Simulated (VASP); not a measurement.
The system is Ti.

```
CELL_PARAMETERS angstrom
0.00000 2.00053 2.00053
2.00053 0.00000 2.00053
2.00053 2.00053 0.00000
ATOMIC_POSITIONS crystal
Ti 0.00000 0.00000 0.00000
```

This isn't the form of Ti at room conditions, which is hcp.

Base run:

- Program: VASP 6.6.1
- Functional: LDA
- Potentials or basis: VASP PAW LDA potentials, release 64 (Ti_sv)
- Cutoff: 520 eV
- k mesh: 22 × 22 × 22
- Occupations: gaussian, width 0.15 eV
- Spin: collinear spin
- Starting moments: [0.75] μB
- Fixed moment: 0.75 μB

Its results: pressure 2.1 GPa; site moments Ti +0.53 μB.

**Question.** The run is repeated on the same cell with these changes: fixed moment from 0.75 μB to 1 μB; moments at the start from [0.75] to [1.0]. What comes out?

**Answer.** Pressure 3.7 GPa; site moments Ti +0.71 μB.

Caveats: the total moment is fixed, so each spin has its own Fermi level and the state may be an excited one; the cell stands under pressure (at least some runs).
